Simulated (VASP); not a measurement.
Write the native input for VASP 6.6.1 that does the following.

```
Task                   : single point
Functional             : PBEsol
Potentials or basis    : VASP PAW PBE potentials, release 64 (Br)
Cutoff                 : 520 eV
k mesh                 : 16 × 16 × 16
Occupations            : fermi-dirac, width 0.05 eV
Spin                   : no spin polarisation
Dipole correction      : no
Further INCAR settings : ALGO = Normal; EDIFF = 1e-06; NBANDS = 10
```

The structure of Br lies in POSCAR:

```
Br
1.0
   -1.8212705450      1.8212705450      1.8212705450
    1.8212705450     -1.8212705450      1.8212705450
    1.8212705450      1.8212705450     -1.8212705450
Br
1
Direct
    0.0000000000      0.0000000000      0.0000000000
```

One way to write it, as run:

INCAR

```
SYSTEM = Br
PREC = Accurate
ENCUT = 520
EDIFF = 1E-6
ISMEAR = -1
SIGMA = 0.05
LREAL = .FALSE.
LASPH = .TRUE.
NELM = 60
ALGO = Normal
ISIF = 2
LWAVE = .FALSE.
LCHARG = .TRUE.
GGA = PS
LELF = .TRUE.
LVHAR = .TRUE.
NBANDS = 10
```

KPOINTS

```
Automatic mesh
0
G
  16 16 16
  0 0 0
```

Potentials or basis: VASP PAW PBE potentials, release 64 (Br).

The run is started by

```bash
$ cat potpaw_PBE.64/Br/POTCAR > POTCAR
$ mpirun -np 1 vasp_std > vasp.out
```

It gave:

```yaml
Pressure: 0.0 GPa
```

Caveat: the PAW data sets were made with another functional, which shifts forces and pressure a little; an odd number of electrons without spin polarisation forces a metal; a magnetic or distorted state may lie lower.

Run time: 6.6 s on 1 thread of Intel(R) Xeon(R) 6975P-C (Granite Rapids), on a shared host, peak memory 0.15 GiB.
